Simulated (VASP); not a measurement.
# ZnS (R3m) in VASP: notebook, part 2 of 2

VASP 6.6.1. Earlier steps stand in the parts before.

## (3) Single point, PBEsol (equal xy, yz and zx shear strains of +1 %)

The input, INCAR:

```
ALGO = Normal
EDIFF = 1E-6
ENCUT = 520
GGA = PS
ISIF = 2
ISMEAR = -1
LASPH = True
LCHARG = False
LREAL = False
LWAVE = False
NBANDS = 16
NELM = 100
PREC = Accurate
SIGMA = 0.01
```

The input, KPOINTS:

```
k-points
0
Gamma
  8 8 8
```

The input, POSCAR:

```
ZnS
1.0
    0.0270465000      2.7181732500      2.7181732500
    2.7181732500      0.0270465000      2.7181732500
    2.7181732500      2.7181732500      0.0270465000
Zn S
1 1
Direct
    0.0000000000      0.0000000000      0.0000000000
    0.7500000000      0.7500000000      0.7500000000
```

Potentials or basis: VASP PAW PBE potentials, release 64 (Zn, S).

Run with:

```
$ cat potpaw_PBE.64/Zn/POTCAR potpaw_PBE.64/S/POTCAR > POTCAR
$ mpirun -np 1 vasp_std > vasp.out
```

OUTCAR:

```text
EDIFF = 1E-6
   ENCUT = 520
   GGA = PS
   ISIF = 2
   ISMEAR = -1
   LASPH = True
   LREAL = False
   NELM = 100
   PREC = Accurate

 ion  position               nearest neighbor table
   1  0.000  0.000  0.000-   2 2.33   2 2.33   2 2.33   2 2.37
   2  0.750  0.750  0.750-   1 2.33   1 2.33   1 2.33   1 2.37

  LATTYP: Found a trigonal (rhomboedric) cell.
 ALAT       =     3.8441726219
 COS(alpha) =     0.5099250056

  Lattice vectors:

 A1 = (   0.0270465000,   2.7181732500,   2.7181732500)
 A2 = (   2.7181732500,   0.0270465000,   2.7181732500)
 A3 = (   2.7181732500,   2.7181732500,   0.0270465000)

Analysis of symmetry for initial positions (statically):
=====================================================================
 Subroutine PRICEL returns:
 Original cell was already a primitive cell.

 Routine SETGRP: Setting up the symmetry group for a
 trigonal (rhombohedral) supercell.

 Subroutine GETGRP returns: Found  6 space group operations
 (whereof  6 operations were pure point group operations)
 out of a pool of 12 trial point group operations.

The static configuration has the point symmetry C_3v.

Analysis of symmetry for dynamics (positions and initial velocities):
=====================================================================
 Subroutine PRICEL returns:
 Original cell was already a primitive cell.

 Routine SETGRP: Setting up the symmetry group for a
 trigonal (rhombohedral) supercell.

 Subroutine GETGRP returns: Found  6 space group operations
 (whereof  6 operations were pure point group operations)
 out of a pool of 12 trial point group operations.

The dynamic configuration has the point symmetry C_3v.

 Subroutine INISYM returns: Found  6 space group operations
 (whereof  6 operations are pure point group operations),
 and found     1 'primitive' translations

----------------------------------------------------------------------------------------
[... 106 lines left out ...]
   EMIN   =  10.00;   EMAX   =-10.00  energy-range for DOS
   EFERMI =   0.00;   METHOD = LEGACY
   ISMEAR =    -1;   SIGMA  =   0.01  broadening in eV -4-tet -1-fermi 0-gaus
   EFERMI_NEDOS =   21; number of points for ismear=-14 and -15
   IALGO  =     38    algorithm
   IMIX   =      4    mixing-type and parameters
     AMIX     =   0.40;   BMIX     =  1.00
     AMIX_MAG =   1.60;   BMIX_MAG =  1.00
  volume/ion in A,a.u.               =      19.78       133.50
  Fermi-wavevector in a.u.,A,eV,Ry     =   1.259086  2.379328 21.569285  1.585298
  Thomas-Fermi vector in A             =   2.392663
   LORBIT       =      0    0 simple, 1 ext, 2 COOP (PROOUT), +10 PAW based schemes
   GGA     = PS    functional components
   LHFCALC =     F    Hartree Fock is set to
   AEXX    =    0.0000 exact exchange contribution
   IVDW    =     0    specifies the selected vdW correction
   LEPSILON=     F    determine dielectric tensor
   LRPA    =     F    only Hartree local field effects (RPA)
 non-spin polarized calculation
  energy-cutoff  :      520.00
  volume of cell :       39.57
 maximum number of plane-waves:      1077
 NGX is ok and might be reduce to    30
   NGX = 15   NGY = 15   NGZ = 15

 number of electron      18.0000013 magnetization

 Free energy of the ion-electron system (eV)
  ---------------------------------------------------
  ext. energy  EPLUGINS =         0.00000000
  ---------------------------------------------------
  free energy    TOTEN  =        -7.57983936 eV

  energy without entropy =       -7.57983936  energy(sigma->0) =       -7.57983936

 E-fermi :   2.2559     XC(G=0):  -9.8363

 val. band max:        2.0050598781   @ k =   0.0000   0.0000   0.0000
 cond. band min:       3.9490930069   @ k =   0.0000   0.0000   0.0000
 fundamental gap:      1.9440331289
 Fermi energy:         2.2558880116

 k-point     1 :       0.0000    0.0000    0.0000
  band No.  band energies     occupation
      1     -11.1488      2.00000
      2      -4.3775      2.00000
      3      -4.3775      2.00000
      4      -4.3664      2.00000
      5      -3.8778      2.00000
      6      -3.8778      2.00000
[... 433 lines left out ...]
      3      -4.2804      2.00000
      4      -4.2622      2.00000
      5      -3.8920      2.00000
      6      -3.8491      2.00000
[... 8 lines left out ...]
     15      14.1415      0.00000
     16      15.1092      0.00000

 [... further k-points ...]
[... 5 lines left out ...]
  --------------------------------------------------------------------------------------
  -------------------------------------------------------------------------------------
  Total       -0.4833729     -0.4833729     -0.4833729     -0.1602241     -0.1602241     -0.1602241
  in kB      -19.5732115    -19.5732115    -19.5732115     -6.4879531     -6.4879531     -6.4879531
  external PRESSURE =     -19.5732115 kB  Pullay stress =       0.0000000 kB

 VOLUME and BASIS-vectors are now :
 -----------------------------------------------------------------------------
  energy-cutoff  :      520.00
  volume of cell :       39.57
      direct lattice vectors                 reciprocal lattice vectors
     0.027046500  2.718173250  2.718173250    -0.186715563  0.184876001  0.184876001
     2.718173250  0.027046500  2.718173250     0.184876001 -0.186715563  0.184876001
     2.718173250  2.718173250  0.027046500     0.184876001  0.184876001 -0.186715563

 POSITION                                       TOTAL-FORCE (eV/Angst)
 -----------------------------------------------------------------------------------
      0.00000      0.00000      0.00000        -0.047358     -0.047358     -0.047358
      4.09754      4.09754      4.09754         0.047358      0.047358      0.047358
 -----------------------------------------------------------------------------------
    total drift:                                0.000024      0.000024      0.000024

  FREE ENERGIE OF THE ION-ELECTRON SYSTEM (eV)
  ---------------------------------------------------
  free  energy   TOTEN  =        -7.5798393579 eV

  energy  without entropy=       -7.5798393579  energy(sigma->0) =       -7.57983936
```

stdout:

```text
POSCAR found type information on POSCAR ZnS
 POSCAR found :  2 types and       2 ions
 scaLAPACK will be used
 -----------------------------------------------------------------------------
|                                                                             |
|                                                                             |
|     You enforced a specific xc type in the INCAR file but a different       |
|     I HOPE YOU KNOW WHAT YOU ARE DOING!                                     |
|                                                                             |
 -----------------------------------------------------------------------------

 LDA part: xc-table for (Slater+PW92), standard interpolation
 POSCAR, INCAR and KPOINTS ok, starting setup
 FFT: planning ... GRIDC
 FFT: planning ... GRID_SOFT
 FFT: planning ... GRID
 WAVECAR not read
 entering main loop
```

It took 23 s on 1 thread of Intel Xeon 6975P-C (Granite Rapids), shared host; peak memory 0.19 GiB.

What came out:

```
Free energy            : -7.5798 eV
Pressure               : -2.0 GPa
Largest force          : 0.082 eV/Å
Band gap on the k mesh : 1.94 eV
```

Forces in eV/Å, atoms in the order of the input:
```
Zn  -0.047 -0.047 -0.047
S    0.047  0.047  0.047
```

Caveat: the cell differs from its parent crystal (equal xy, yz and zx shear strains of +1 %); the PAW data sets were made with another functional, which shifts forces and pressure a little.

## (4) Single point, PBEsol (equal xy, yz and zx shear strains of +3 %)

The input, INCAR:

```
SYSTEM = ZnS
PREC = Accurate
ENCUT = 520
EDIFF = 1E-6
ISMEAR = -1
SIGMA = 0.01
LREAL = .False.
LASPH = .True.
NELM = 60
ALGO = Normal
ISIF = 2
LWAVE = .False.
LCHARG = .True.
GGA = PS
LELF = .True.
LVHAR = .True.
NBANDS = 16
```

The input, KPOINTS:

```
regular mesh
0
Gamma
  8 8 8
  0 0 0
```

The input, POSCAR:

```
ZnS
1.0
    0.0811395000      2.7452197500      2.7452197500
    2.7452197500      0.0811395000      2.7452197500
    2.7452197500      2.7452197500      0.0811395000
Zn S
1 1
Direct
    0.0000000000      0.0000000000      0.0000000000
    0.7500000000      0.7500000000      0.7500000000
```

Run with:

```
$ cat potpaw_PBE.64/Zn/POTCAR potpaw_PBE.64/S/POTCAR > POTCAR
$ mpirun -np 1 vasp_std > vasp.out
```

Wall time 25 s (1 thread of Intel Xeon 6975P-C (Granite Rapids), shared host); peak memory 0.18 GiB.

Results (log left out):

```
Free energy            : -7.5616 eV
Pressure               : -1.7 GPa
Largest force          : 0.214 eV/Å
Band gap on the k mesh : 1.88 eV
```

Forces in eV/Å, atoms in the order of the input:
```
Zn  -0.123 -0.123 -0.123
S    0.123  0.123  0.123
```

Stress tensor (GPa, compression positive):
```
-1.70 -1.86 -1.86
-1.86 -1.70 -1.86
-1.86 -1.86 -1.70
```

Levels at points of the mesh, in eV from the valence-band top:
| k point | band 7 | band 8 | band 9 | band 10 | band 11 | band 12 |
| --- | --- | --- | --- | --- | --- | --- |
| (0.00, 0.00, 0.00) | -0.19 | 0.00 | 0.00 | 1.88 | 5.89 | 6.47 |
| (0.50, 0.00, 0.00) | -5.41 | -1.01 | -0.96 | 3.04 | 6.52 | 6.93 |
| (0.50, 0.50, 0.00) | -4.66 | -2.43 | -2.15 | 3.14 | 3.96 | 10.60 |
| (0.50, 0.50, 0.50) | -5.36 | -0.76 | -0.76 | 3.41 | 6.97 | 6.97 |

Caveat: the cell differs from its parent crystal (equal xy, yz and zx shear strains of +3 %); the PAW data sets were made with another functional, which shifts forces and pressure a little.

## (5) Summary

| cell | gap on the mesh (eV) | pressure (GPa) | largest force (eV/Å) |
| --- | --- | --- | --- |
| a = 3.787 Å, angles 61.3°, 2 atoms | 1.89 | -1.9 | 0.20 |
| a = 3.844 Å, angles 59.3°, 2 atoms | 1.94 | -2.0 | 0.08 |
| a = 3.883 Å, angles 58.0°, 2 atoms | 1.88 | -1.7 | 0.21 |

Alike in all rows: task single point; level PBEsol; potentials or basis VASP PAW PBE potentials, release 64 (Zn, S); no spin polarisation; k mesh 8 × 8 × 8; cutoff (eV) 520; smearing fermi-dirac 0.01 eV.

Caveats: the PAW data sets were made with another functional, which shifts forces and pressure a little.

Absolute energies hang on the potentials; compare differences alone.
